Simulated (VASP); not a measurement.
NaI, 2 atoms in the cell. It takes space group Fm-3m (No. 225, cubic). Conventional cell: a = 6.473 Å, b = 6.473 Å, c = 6.473 Å, α = 90.00°, β = 90.00°, γ = 90.00°. Within 4.3 Å of I (site symmetry m-3m) lie 6 Na at 3.24 Å. Within 4.3 Å of Na (site symmetry m-3m) lie 6 I at 3.24 Å. 

```yaml
Program: VASP 6.6.1
Task: single point
Functional: HSE06
Potentials_or_basis: VASP PAW PBE potentials, release 64 (I, Na_pv)
Cutoff: 520 eV
k_mesh: 4 × 4 × 4
Occupations: fermi-dirac, width 0.05 eV
Spin: no spin polarisation
Dipole_correction: no
Grid_for_exact_exchange_PRECFOCK: Normal
Further_INCAR_settings: ALGO = Normal; EDIFF = 1e-06; NBANDS = 14
Screening_parameter: 0.2079 1/Å
```

Potentials or basis: VASP PAW PBE potentials, release 64 (I, Na_pv).

The run is started by

```bash
$ cat potpaw_PBE.64/I/POTCAR potpaw_PBE.64/Na_pv/POTCAR > POTCAR
$ cp INCAR.step1 INCAR
$ mpirun -np 1 vasp_std > vasp.out
$ cp INCAR.step2 INCAR
$ mpirun -np 1 vasp_std > vasp.out
```

Hardware: 1 thread of AMD EPYC 7R43 64-Core Processor (Zen 3), with other jobs on the host.

**Question.** How long does it take, and how much memory?

**Answer.** It took 8.5 min on 1 thread of AMD EPYC 7R43 64-Core Processor (Zen 3) (shared host), peak memory 0.27 GiB. Counts: k points 8.
